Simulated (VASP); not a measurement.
# PtSe2 (Sudovikovite) (P-3m1) in VASP: a series of runs, part 2 of 2

VASP 6.6.1.

## (4) Single point, LDA

This run uses another cell than the first one, of 19.86 Å³/atom, 1.034 times its volume.

INCAR reads:

```
SYSTEM = PtSe2
PREC = Accurate
ENCUT = 520
EDIFF = 1E-6
ISMEAR = -1
SIGMA = 0.05
LREAL = .FALSE.
LASPH = .TRUE.
NELM = 60
ALGO = Normal
ISIF = 2
LWAVE = .FALSE.
LCHARG = .FALSE.
NBANDS = 18
```

KPOINTS reads:

```
regular mesh
0
G
  8 8 5
  0 0 0
```

POSCAR reads:

```
PtSe2
1.0
    3.6990059583      0.0000000000      0.0000000000
   -1.8495029792      3.2034331287      0.0000000000
    0.0000000000      0.0000000000      5.0280258220
Pt Se
1 2
Direct
    0.0000000000      0.0000000000      0.0000000000
    0.6666666667      0.3333333333      0.7500000000
    0.3333333333      0.6666666667      0.2500000000
```

Potentials or basis: VASP PAW LDA potentials, release 64 (Pt, Se).

Launch:

```console
$ cat potpaw_LDA.64/Pt/POTCAR potpaw_LDA.64/Se/POTCAR > POTCAR
$ mpirun -np 1 vasp_std > vasp.out
```

OUTCAR:

```text
SYSTEM = PtSe2
   PREC = Accurate
   ENCUT = 520
   EDIFF = 1E-6
   ISMEAR = -1
   LREAL = .FALSE.
   LASPH = .TRUE.
   NELM = 60
   ISIF = 2

 ion  position               nearest neighbor table
   1  0.000  0.000  0.000-   2 2.48   3 2.48   2 2.48   3 2.48   2 2.48   3 2.48
   2  0.667  0.333  0.750-   1 2.48   1 2.48   1 2.48
   3  0.333  0.667  0.250-   1 2.48   1 2.48   1 2.48

  LATTYP: Found a hexagonal cell.
 ALAT       =     3.6990059583
 C/A-ratio  =     1.3592910849

  Lattice vectors:

 A1 = (   3.6990059583,   0.0000000000,   0.0000000000)
 A2 = (  -1.8495029792,   3.2034331287,   0.0000000000)
 A3 = (   0.0000000000,   0.0000000000,   5.0280258220)

Analysis of symmetry for initial positions (statically):
=====================================================================
 Subroutine PRICEL returns:
 Original cell was already a primitive cell.

 Routine SETGRP: Setting up the symmetry group for a
 hexagonal supercell.

 Subroutine GETGRP returns: Found 12 space group operations
 (whereof 12 operations were pure point group operations)
 out of a pool of 24 trial point group operations.

The static configuration has the point symmetry D_3d.

Analysis of symmetry for dynamics (positions and initial velocities):
=====================================================================
 Subroutine PRICEL returns:
 Original cell was already a primitive cell.

 Routine SETGRP: Setting up the symmetry group for a
 hexagonal supercell.

 Subroutine GETGRP returns: Found 12 space group operations
 (whereof 12 operations were pure point group operations)
 out of a pool of 24 trial point group operations.

The dynamic configuration has the point symmetry D_3d.

 Subroutine INISYM returns: Found 12 space group operations
 (whereof 12 operations are pure point group operations),
 and found     1 'primitive' translations

----------------------------------------------------------------------------------------

                                     Primitive cell

  volume of cell :      59.5797

  direct lattice vectors                    reciprocal lattice vectors
     3.699005958  0.000000000  0.000000000     0.270342901  0.156082546  0.000000000
    -1.849502979  3.203433129  0.000000000     0.000000000  0.312165093  0.000000000
     0.000000000  0.000000000  5.028025822     0.000000000  0.000000000  0.198885216

  length of vectors
     3.699005958  3.699005958  5.028025822     0.312165093  0.312165093  0.198885216

  position of ions in fractional coordinates (direct lattice)
     0.000000000  0.000000000  0.000000000
     0.666666667  0.333333333  0.750000000
     0.333333333  0.666666667  0.250000000

  ion indices of the primitive-cell ions
   primitive index   ion index
                 1           1
                 2           2
                 3           3

----------------------------------------------------------------------------------------

 KPOINTS: regular mesh

Automatic generation of k-mesh.
 Grid dimensions read from file:
 generate k-points for:    8    8    5

 Generating k-lattice:

  Cartesian coordinates                     Fractional coordinates (reciprocal lattice)
     0.033792863  0.019510318  0.000000000     0.125000000 -0.000000000  0.000000000
     0.000000000  0.039020637  0.000000000     0.000000000  0.125000000  0.000000000
     0.000000000  0.000000000  0.039777043     0.000000000  0.000000000  0.200000000

  Length of vectors
     0.039020637  0.039020637  0.039777043

  Shift w.r.t. Gamma in fractional coordinates (k-lattice)
     0.000000000  0.000000000  0.000000000

 Subroutine IBZKPT returns following result:
 ===========================================

 Found     40 irreducible k-points:

 Following reciprocal coordinates:
            Coordinates               Weight
  0.000000  0.000000  0.000000      1.000000
  0.125000  0.000000  0.000000      6.000000
  0.250000  0.000000  0.000000      6.000000
  0.375000  0.000000  0.000000      6.000000
  0.500000  0.000000  0.000000      3.000000
  0.125000  0.125000  0.000000      6.000000
[... 16 lines left out ...]
 -0.125000  0.500000  0.200000     12.000000
  0.250000  0.250000  0.200000     12.000000
 [... further k-points ...]
   k-points           NKPTS =     40   k-points in BZ     NKDIM =     40   number of bands    NBANDS=     18
   number of dos      NEDOS =    301   number of ions     NIONS =      3
   total plane-waves  NPLWV =  31360
   dimension x,y,z NGX =    28 NGY =   28 NGZ =   40
   dimension x,y,z NGXF=    56 NGYF=   56 NGZF=   80
   ions per type =               1   2
   NGX,Y,Z   is equivalent  to a cutoff of  12.58, 12.58, 13.23 a.u.
   NGXF,Y,Z  is equivalent  to a cutoff of  25.17, 25.17, 26.45 a.u.
 SYSTEM =  PtSe2
   PREC   = accura    normal or accurate (medium, high low for compatibility)
   ISTART =      0    job   : 0-new  1-cont  2-samecut
   ICHARG =      2    charge: 1-file 2-atom 10-const
   ISPIN  =      1    spin polarized calculation?
   LNONCOLLINEAR =      F non collinear calculations
   LSORBIT =      F    spin-orbit coupling
   LASPH  =      T    aspherical Exc in radial PAW
   ENCUT  =  520.0 eV  38.22 Ry    6.18 a.u.   6.88  6.88  9.35*2*pi/ulx,y,z
   NELM   =     60;   NELMIN=  2; NELMDL= -5     # of ELM steps
   EDIFF  = 0.1E-05   stopping-criterion for ELM
   LREAL  =      F    real-space projection
   EDIFFG = 0.1E-04   stopping-criterion for IOM
   NSW    =      0    number of steps for IOM
   IBRION =     -1    ionic relax: 0-MD 1-quasi-New 2-CG
   NFREE  =      0    steps in history (QN), initial steepest desc. (CG)
   ISIF   =      2    stress and relaxation
   ISYM   =      2    0-nonsym 1-usesym 2-fastsym
   POTIM  = 0.5000    time-step for ionic-motion
   TEBEG  =    0.0;   TEEND  =   0.0 temperature during run
   PSTRESS=    0.0 pullay stress
   NELECT =      22.0000    total number of electrons
   NUPDOWN=      -1.0000    fix difference up-down
   EMIN   =  10.00;   EMAX   =-10.00  energy-range for DOS
   EFERMI =   0.00;   METHOD = LEGACY
   ISMEAR =    -1;   SIGMA  =   0.05  broadening in eV -4-tet -1-fermi 0-gaus
   EFERMI_NEDOS =   21; number of points for ismear=-14 and -15
   IALGO  =     38    algorithm
   IMIX   =      4    mixing-type and parameters
     AMIX     =   0.40;   BMIX     =  1.00
     AMIX_MAG =   1.60;   BMIX_MAG =  1.00
  volume/ion in A,a.u.               =      19.86       134.02
  Fermi-wavevector in a.u.,A,eV,Ry     =   1.174491  2.219466 18.768270  1.379429
  Thomas-Fermi vector in A             =   2.310887
   LORBIT       =      0    0 simple, 1 ext, 2 COOP (PROOUT), +10 PAW based schemes
   GGA     = CA    functional components
   LHFCALC =     F    Hartree Fock is set to
   AEXX    =    0.0000 exact exchange contribution
   IVDW    =     0    specifies the selected vdW correction
   LEPSILON=     F    determine dielectric tensor
   LRPA    =     F    only Hartree local field effects (RPA)
 non-spin polarized calculation
  energy-cutoff  :      520.00
  volume of cell :       59.58
 maximum number of plane-waves:      1622
   NGX = 13   NGY = 13   NGZ = 19

 number of electron      22.0000000 magnetization

 Free energy of the ion-electron system (eV)
  ---------------------------------------------------
  ext. energy  EPLUGINS =         0.00000000
  ---------------------------------------------------
  free energy    TOTEN  =       -17.05110119 eV

  energy without entropy =      -17.04481958  energy(sigma->0) =      -17.04796038

 E-fermi :   6.8203     XC(G=0): -10.9945

 val. band max:        6.6999967393   @ k =   0.1250   0.0000   0.0000
 cond. band min:       6.8636128900   @ k =   0.0000   0.1250   0.2000
 fundamental gap:      0.1636161507
 Fermi energy:         6.8203297758

 k-point     1 :       0.0000    0.0000    0.0000
  band No.  band energies     occupation
      1      -9.1156      2.00000
      2      -6.1684      2.00000
      3      -0.5935      2.00000
      4       0.1129      2.00000
      5       0.1129      2.00000
      6       2.6498      2.00000
[... 10 lines left out ...]
     17      14.0305      0.00000
     18      18.6037      0.00000
[... 463 lines left out ...]
 k-point    24 :       0.2500    0.2500    0.2000
  band No.  band energies     occupation
      1      -7.3922      2.00000
      2      -6.8674      2.00000
      3      -0.1281      2.00000
      4       0.3322      2.00000
      5       0.8458      2.00000
      6       1.6565      2.00000
[... 10 lines left out ...]
     17      15.2137      0.00000
     18      15.8346      0.00000

 [... further k-points ...]

------------------------ aborting loop because EDIFF is reached ----------------------------------------

  FORCE on cell =-STRESS in cart. coord.  units (eV):
  Direction    XX          YY          ZZ          XY          YZ          ZX
  --------------------------------------------------------------------------------------
  -------------------------------------------------------------------------------------
  Total        1.3166218      1.3166218      0.4837808     -0.0000000      0.0000000      0.0000000
  in kB       35.4057200     35.4057200     13.0095131     -0.0000000      0.0000000      0.0000000
  external PRESSURE =      27.9403177 kB  Pullay stress =       0.0000000 kB

 VOLUME and BASIS-vectors are now :
 -----------------------------------------------------------------------------
  energy-cutoff  :      520.00
  volume of cell :       59.58
      direct lattice vectors                 reciprocal lattice vectors
     3.699005958  0.000000000  0.000000000     0.270342901  0.156082546  0.000000000
    -1.849502979  3.203433129  0.000000000     0.000000000  0.312165093  0.000000000
     0.000000000  0.000000000  5.028025822     0.000000000  0.000000000  0.198885216

 POSITION                                       TOTAL-FORCE (eV/Angst)
 -----------------------------------------------------------------------------------
      0.00000      0.00000      0.00000         0.000000      0.000000      0.000000
      1.84950      1.06781      3.77102         0.000000      0.000000     -0.511253
     -0.00000      2.13562      1.25701        -0.000000     -0.000000      0.511253
 -----------------------------------------------------------------------------------
    total drift:                               -0.000000     -0.000000     -0.000000

  FREE ENERGIE OF THE ION-ELECTRON SYSTEM (eV)
  ---------------------------------------------------
  free  energy   TOTEN  =       -17.0511011860 eV

  energy  without entropy=      -17.0448195823  energy(sigma->0) =      -17.04796038
```

stdout:

```text
POSCAR found type information on POSCAR PtSe
 POSCAR found :  2 types and       3 ions
 scaLAPACK will be used
 LDA part: xc-table for (Slater(with rela. corr.)+CA(PZ))
 , standard interpolation
 POSCAR, INCAR and KPOINTS ok, starting setup
 FFT: planning ... GRIDC
 FFT: planning ... GRID_SOFT
 FFT: planning ... GRID
 WAVECAR not read
 entering main loop
```

Run time: 14 s. Hardware: 1 thread of Intel Xeon 6975P-C (Granite Rapids), shared host; peak memory 0.18 GiB.

What came out:

```
Free energy            : -17.0511 eV
Pressure               : 2.8 GPa
Largest force          : 0.511 eV/Å
Band gap on the k mesh : zero (band 11 reaches 7.21 eV, above the bottom of band 12 at 6.86 eV)
```

Forces in eV/Å, atoms in the order of the input:
```
Pt   0.000  0.000  0.000
Se   0.000  0.000 -0.511
Se   0.000  0.000  0.511
```

Levels at points of the mesh, in eV from the Fermi level:
```tsv
k point	band 9	band 10	band 11	band 12	band 13	band 14
(0.00, 0.00, 0.00)	-1.11	-1.11	0.39	1.46	1.46	3.44
(0.50, 0.00, 0.00)	-3.63	-3.54	-3.06	0.61	2.39	4.77
```

Caveat: spin-orbit coupling is left out, which moves the levels of the heavy elements.

## (5) The runs side by side

```csv
level,potentials or basis,cell,gap on the mesh (eV),pressure (GPa),largest force (eV/Å)
SVWN5,"VASP PAW PBE potentials, release 64 (Pt, Se)","a = 3.738, b = 3.738, c = 4.761 Å, angles 90.0, 90.0, 120.0°, 3 atoms",none,0.2,0.03
LDA,"VASP PAW LDA potentials, release 64 (Pt, Se)","a = 3.674, b = 3.674, c = 4.994 Å, angles 90.0, 90.0, 120.0°, 3 atoms",none,6.0,0.80
LDA,"VASP PAW LDA potentials, release 64 (Pt, Se)","a = 3.699, b = 3.699, c = 5.028 Å, angles 90.0, 90.0, 120.0°, 3 atoms",none,2.8,0.51
```

Alike in all rows: task single point; no spin polarisation; k mesh 8 × 8 × 5; cutoff (eV) 520; smearing fermi-dirac 0.05 eV.

Caveats: spin-orbit coupling is left out, which moves the levels of the heavy elements; the PAW data sets were made with another functional, which shifts forces and pressure a little (some runs).

Total energies depend on the potentials used, so only differences within one code and one set of settings carry meaning.
